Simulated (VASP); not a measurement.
Here is a VASP 6.6.1 calculation.

File INCAR:

```
PREC = Accurate ; ENCUT = 520
EDIFF = 1E-6 ; ISMEAR = 0
SIGMA = 0.1 ; LREAL = False
LASPH = True ; NELM = 100
ALGO = Fast ; ISIF = 2
LWAVE = False ; LCHARG = False
GGA = PS ; NBANDS = 14
```

KPOINTS

```
Automatic mesh
0
Gamma
  14 14 14
```

Contents of POSCAR:

```
AlCu
1.0
    2.8956601707      0.0000000000      0.0000000000
    0.0000000000      2.8956601707      0.0000000000
    0.0000000000      0.0000000000      2.8956601707
Al Cu
1 1
Direct
    0.0000000000      0.0000000000      0.0000000000
    0.5000000000      0.5000000000      0.5000000000
```

Potentials or basis: VASP PAW PBE potentials, release 64 (Al, Cu).

Run with:

```console
$ cat potpaw_PBE.64/Al/POTCAR potpaw_PBE.64/Cu/POTCAR > POTCAR
$ mpirun -np 1 vasp_std > vasp.out
```

Problem. What does it give for the pressure?

Solution. 9.0 GPa.

Problem. Estimate the band gap on the k mesh.

Solution. Zero (band 7 reaches 14.40 eV, above the bottom of band 8 at 9.43 eV).

Caveat: the PAW data sets were made with another functional, which shifts forces and pressure a little.
